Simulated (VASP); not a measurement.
Input of a VASP 6.6.1 run:

Contents of INCAR:

```
PREC = Accurate ; ENCUT = 520
EDIFF = 1E-7 ; ISMEAR = 0
SIGMA = 0.02 ; LREAL = F
LASPH = T ; NELM = 60
ALGO = Normal ; ISIF = 2
LWAVE = F ; LCHARG = F
GGA = PE ; NBANDS = 14
```

The input KPOINTS:

```
regular mesh
0
Gamma
  8 8 8
```

Contents of POSCAR:

```
NaCl
1.0
   -2.2193421364      2.2193421364      3.1043318560
    2.2193421364     -2.2193421364      3.1043318560
    2.2193421364      2.2193421364     -3.1043318560
Na Cl
1 1
Direct
    0.0000000000      0.0000000000      0.0000000000
    0.2500000000      0.7500000000      0.5000000000
```

Potentials or basis: VASP PAW PBE potentials, release 64 (Na_pv, Cl).

Run with:

```sh
$ cat potpaw_PBE.64/Na_pv/POTCAR potpaw_PBE.64/Cl/POTCAR > POTCAR
$ mpirun -np 1 vasp_std > vasp.out
```

Problem. Predict the pressure.

Solution. 0.0 GPa.

Problem. Predict the band gap on the k mesh.

Solution. 4.84 eV.

A k mesh can miss the band edges.
